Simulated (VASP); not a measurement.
# H4C3O2 in VASP: a series of runs, part 2 of 2

VASP 6.6.1. Earlier steps stand in the parts before.

### 4 Single point, PBEsol

Input file INCAR:

```
PREC = Accurate ; ENCUT = 520
EDIFF = 1E-6 ; ISMEAR = -1
SIGMA = 0.05 ; LREAL = Auto
LASPH = True ; NELM = 60
ALGO = Normal ; ISIF = 2
LWAVE = False ; LCHARG = False
GGA = PS ; NBANDS = 80
```

Input file KPOINTS:

```
regular mesh
0
Gamma
  1 1 1
```

Input file POSCAR:

```
H4C3O2
1.0
    7.8232050000      0.0000000000      0.0000000000
    0.0000000000      7.8232050000      0.0000000000
    0.0000000000      0.0000000000      7.8232050000
O C H
8 12 16
Direct
    0.3842926269      0.4702804030     -0.0359443476
    0.3551229963      0.7126107522      0.1226862903
    0.7229773475      0.4565520142      0.3150882535
    1.0004467478      0.5000763753      0.2497953205
    0.3575644509      0.1966713131      0.2819049226
    0.2750407282      0.3451654405      0.5200170518
    0.5519732642      0.9798925121     -0.0596175097
    0.7048645664      0.7430841963      0.0040137003
    0.3010019551      0.6122298981      0.0245040236
    0.8569761370      0.5545936736      0.2853306286
    0.2448101513      0.2751302056      0.3863506069
    0.7046600466      0.8821704148     -0.0703420146
    0.0693833282      0.0157608039      0.9123498617
    0.1106707545      0.1447360768      0.8340827065
    0.9353072047      0.9413788850      0.3735297746
    0.9829475260      0.8358850369      0.4844178313
    0.5238006674      0.9091925879      0.5413893666
    0.5795834316      0.7807158319      0.6171000249
    0.5556290548      0.4039648712      0.7620150565
    0.6842336357      0.3947614820      0.8412153331
    0.5079503861      0.4395001793     -0.0344999268
    0.1665046487      0.6094944463     -0.0282620742
    0.7716530501      0.3414073899      0.3841775845
    0.8229363797      0.6989590583      0.2647763928
    0.2663230735      0.1561764008      0.1971953950
    0.1098398930      0.2514826085      0.3252119815
    0.4581114773      0.9552350987      0.0242100265
    0.7968984579      0.9653460442     -0.1453112887
    0.1768328965      0.2489900239      0.7585637856
    0.0094846038     -0.1083571247      0.9506078391
    1.0602559948      0.7512394217      0.5527657782
    0.8280877211      0.9888274690      0.3023568985
    0.6630402757      0.6746723370      0.6634109678
    0.3967938971      0.9592999289      0.5081932533
    0.7833873713      0.4712774368      0.8936235213
    0.5266255965      0.3718424866      0.6295246002
```

Started as:

```
> cat potpaw_PBE.64/O/POTCAR potpaw_PBE.64/C/POTCAR potpaw_PBE.64/H/POTCAR > POTCAR
> mpirun -np 1 vasp_gam > vasp.out
```

Run time: 76 s. Hardware: 1 thread of Intel Xeon Platinum 8259CL at 2.50GHz (Skylake/Cascade Lake), shared host; peak memory 0.5 GiB.

Results (log left out):

```yaml
Free_energy: -211.0904 eV
Pressure: -0.4 GPa
Largest_force: 5.605 eV/Å
Band_gap_on_the_k_mesh: 3.69 eV
```

Forces in eV/Å, atoms in the order of the input:
```
O   -3.084  0.733  0.906
O    0.986  2.346  1.755
O    0.532 -3.080  3.058
O   -0.638  0.299  0.812
O   -1.283 -0.197 -0.774
O    0.351  0.178  0.062
O    1.588  0.698 -0.350
O    1.897  1.099 -1.236
C   -0.611 -3.054 -1.782
C    0.848  1.520 -2.304
C   -1.953 -0.930 -0.807
C   -4.557  0.397  1.808
C   -0.461 -0.548 -0.343
C    0.966  0.205 -0.229
C    0.249 -2.329  2.688
C   -0.735  3.292 -3.068
C   -1.018 -2.330  1.278
C    0.836  0.794 -1.105
C   -1.116 -1.515 -5.280
C    4.208  0.824  2.151
H   -0.027  0.805  1.075
H    0.484  0.082  0.054
H   -1.238  2.720 -2.252
H    0.074 -2.005  0.451
H    1.832  0.035  0.179
H    0.999  0.721  1.149
H    1.142 -1.028 -0.454
H   -0.344 -0.888  0.296
H   -0.845 -0.905  0.829
H    0.933  1.181  0.055
H    0.756 -0.899  0.880
H    0.074  0.507 -0.363
H   -0.844  0.854 -0.302
H    0.856  0.523 -0.209
H    0.852 -0.290  1.020
H   -1.708  0.189  0.351
```

Stress tensor (GPa, compression positive):
```
 1.04  0.76  1.17
 0.76 -3.05  3.06
 1.17  3.06  0.95
```

Levels at points of the mesh, in eV from the valence-band top:
```tsv
k point	band 52	band 53	band 54	band 55	band 56	band 57	band 58	band 59	band 60	band 61
(0.00, 0.00, 0.00)	-0.66	-0.52	-0.38	-0.12	0.00	3.69	3.89	4.24	4.47	4.72
```

Caveat: the k points lie up to 0.80 Å⁻¹ apart; the PAW data sets were made with another functional, which shifts forces and pressure a little.

### 5 Single point, PBEsol

Input file INCAR:

```
SYSTEM = H4C3O2
PREC     = Accurate       ! precision mode
ENCUT    = 520            ! plane-wave cutoff, eV
EDIFF    = 1E-6           ! SCF threshold, eV
ISMEAR   = -1             ! smearing method
SIGMA    = 0.05           ! smearing width, eV
LREAL    = Auto         
LASPH    = .TRUE.         ! aspherical terms in the spheres
NELM     = 100            ! most SCF steps
ALGO     = Normal         ! electronic algorithm
ISIF     = 2              ! what is computed and relaxed
LWAVE    = .FALSE.        ! write WAVECAR
LCHARG   = .TRUE.         ! write CHGCAR
GGA      = PS             ! functional
LELF     = .TRUE.         ! ELF
LVHAR    = .TRUE.       
NBANDS   = 80             ! bands
```

Input file KPOINTS:

```
Automatic mesh
0
G
  1 1 1
  0 0 0
```

Input file POSCAR:

```
H4C3O2
1.0
    7.8232050000      0.0000000000      0.0000000000
    0.0000000000      7.8232050000      0.0000000000
    0.0000000000      0.0000000000      7.8232050000
O C H
8 12 16
Direct
    0.3779525143      0.4666246123      0.0019685027
    0.2880660803      0.7286655533      0.1044329019
    0.7525304527      0.3812376130      0.4070454500
    0.9873830483      0.4931227035      0.2566339499
    0.3056419971      0.2450785835      0.2475711681
    0.2195647436      0.3814932627      0.5077586488
    0.5302046923      0.9964330476      0.0304734441
    0.7052736059      0.7721260021     -0.0735376358
    0.3138100050      0.6360820150     -0.0150961147
    0.8378407571      0.4880991870      0.2841802049
    0.2143239248      0.2864554872      0.3947742645
    0.6502194433      0.9164402569     -0.0839937085
    0.0036813557     -0.0244784586      0.8006692909
    0.1224178582      0.0870998523      0.7838731057
    0.9214254260      0.8404100366      0.4871532831
    1.0732941295      0.8412664630      0.4494705175
    0.4803657836      0.8751272656      0.4609619715
    0.5365448048      0.7365267815      0.5106219254
    0.5425781377      0.3267075323      0.7096835632
    0.6712082836      0.3775690398      0.7855220463
    0.3395539296      0.4087455205      0.1129843843
    0.2405024539      0.6257921146     -0.1505265425
    0.8191016342      0.2831576061      0.4740128886
    0.7372809482      0.5718500282      0.2250612121
    0.2647380453      0.1392268258      0.1771141112
    0.1408629839      0.1590908074      0.4025076679
    0.4268838667      0.9102535342      0.0618288796
    0.7073827159      1.0581724498     -0.1343055691
    0.1612893948      0.2096583178      0.7408728264
   -0.0544150383     -0.0917143294      0.9015486620
    1.1903689089      0.7927824977      0.4149066783
    0.7767404791      0.8438996549      0.5030930418
    0.5943472017      0.6152849120      0.5154920522
    0.4372504619      1.0096501370      0.4879969271
    0.7568381501      0.3948893069      0.8942498631
    0.4131043479      0.3744245485      0.6763596250
```

Started as:

```
> cat potpaw_PBE.64/O/POTCAR potpaw_PBE.64/C/POTCAR potpaw_PBE.64/H/POTCAR > POTCAR
> mpirun -np 1 vasp_gam > vasp.out
```

Wall time 81 s (1 thread of Intel Xeon Platinum 8259CL at 2.50GHz (Skylake/Cascade Lake), shared host); peak memory 0.47 GiB.

It converged, with:

```
Free energy            : -210.9093 eV
Pressure               : -2.3 GPa
Largest force          : 8.927 eV/Å
Band gap on the k mesh : 3.35 eV
```

Forces in eV/Å, atoms in the order of the input:
```
O   -1.109  1.908  0.129
O    0.446  1.468  0.308
O    1.472 -0.458 -0.567
O    1.043 -0.305 -0.610
O    0.927  1.260 -1.178
O    1.534  4.052  2.086
O   -1.671 -2.961 -1.158
O   -0.818  0.541 -0.774
C   -1.704 -4.926 -1.563
C   -1.973 -1.359  2.022
C   -2.288 -8.045 -3.119
C    0.150  4.075  2.684
C    4.602  4.024  0.188
C   -3.990 -2.819  0.419
C   -0.596  0.249 -0.460
C   -3.237 -0.062  0.498
C    0.045  0.349  1.785
C   -0.910  2.054 -1.184
C    0.241  1.695  0.732
C   -0.666 -0.966  0.382
H    0.779  0.524 -0.351
H    1.586  1.289  1.450
H   -0.831  2.397 -1.599
H    0.226 -0.313  0.187
H    0.241  1.906  1.725
H   -0.713  0.879  0.650
H    2.157  1.102 -0.259
H   -0.429 -2.988 -0.250
H    0.775  0.588 -0.401
H   -0.787 -1.423  0.278
H    2.296 -0.424 -0.496
H    1.598  0.143 -0.021
H    0.341 -1.230  0.279
H    0.382 -1.277 -0.721
H    0.144  0.012 -0.707
H    0.738 -0.958 -0.382
```

Stress tensor (GPa, compression positive):
```
-1.16 -0.17 -0.72
-0.17 -4.68  0.89
-0.72  0.89 -1.05
```

Levels at points of the mesh, in eV from the valence-band top:
| k point | band 52 | band 53 | band 54 | band 55 | band 56 | band 57 | band 58 | band 59 | band 60 | band 61 |
| --- | --- | --- | --- | --- | --- | --- | --- | --- | --- | --- |
| (0.00, 0.00, 0.00) | -1.11 | -0.89 | -0.76 | -0.63 | 0.00 | 3.35 | 3.58 | 3.68 | 3.87 | 4.05 |

Caveat: the k points lie up to 0.80 Å⁻¹ apart; the PAW data sets were made with another functional, which shifts forces and pressure a little.
